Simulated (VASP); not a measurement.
Ti3Al: single point with PBEsol

Crystal: Ti3Al.

```
Ti Al
1.0
     3.01497    0.00000    0.00000
    -1.50748    2.61104    0.00000
     0.00000    0.00000    8.42834
Ti Al
3 1
Direct
  0.66667 0.33333 0.00000
  0.33333 0.66667 0.75117
  0.33333 0.66667 0.24883
  0.66667 0.33333 0.50000
```

| Quantity | Value |
| --- | --- |
| Program | VASP 6.6.1 |
| Task | single point |
| Functional | PBEsol |
| Potentials or basis | VASP PAW PBE potentials, release 64 (Ti_sv, Al) |
| Cutoff | 520 eV |
| k mesh | 18 × 18 × 6 |
| Occupations | gaussian, width 0.15 eV |
| Spin | no spin polarisation |

```yaml
Pressure: 1.4 GPa
Largest_force: 0.088 eV/Å
Band_gap_on_the_k_mesh: zero (an odd number of electrons rules out a gap without spin polarisation)
```

Forces in eV/Å, atoms in the order of the input:
```
Ti   0.000  0.000  0.000
Ti   0.000  0.000  0.088
Ti   0.000  0.000 -0.088
Al   0.000  0.000  0.000
```

Stress tensor (GPa, compression positive):
```
-4.50  0.00  0.00
 0.00 -4.50  0.00
 0.00  0.00 13.31
```

Levels at points of the mesh, in eV from the Fermi level:
| k point | band 17 | band 18 | band 19 | band 20 | band 21 | band 22 | band 23 | band 24 |
| --- | --- | --- | --- | --- | --- | --- | --- | --- |
| (0.00, 0.00, 0.00) | 0.13 | 0.53 | 0.53 | 0.59 | 0.59 | 1.19 | 1.19 | 1.47 |
| (0.50, 0.00, 0.00) | -1.48 | -0.94 | -0.56 | -0.29 | 0.44 | 1.20 | 1.39 | 1.47 |
| (0.00, 0.00, 0.50) | -0.32 | 0.54 | 0.54 | 0.57 | 0.57 | 1.22 | 1.22 | 1.25 |
| (0.50, 0.00, 0.50) | -1.41 | -1.15 | -0.73 | -0.24 | 0.36 | 1.35 | 1.53 | 1.63 |

It took 14 min on 1 thread of AMD EPYC 9R45 (Zen 5), with other jobs on the host, peak memory 0.31 GiB.

Caveat: the PAW data sets were made with another functional, which shifts forces and pressure a little.
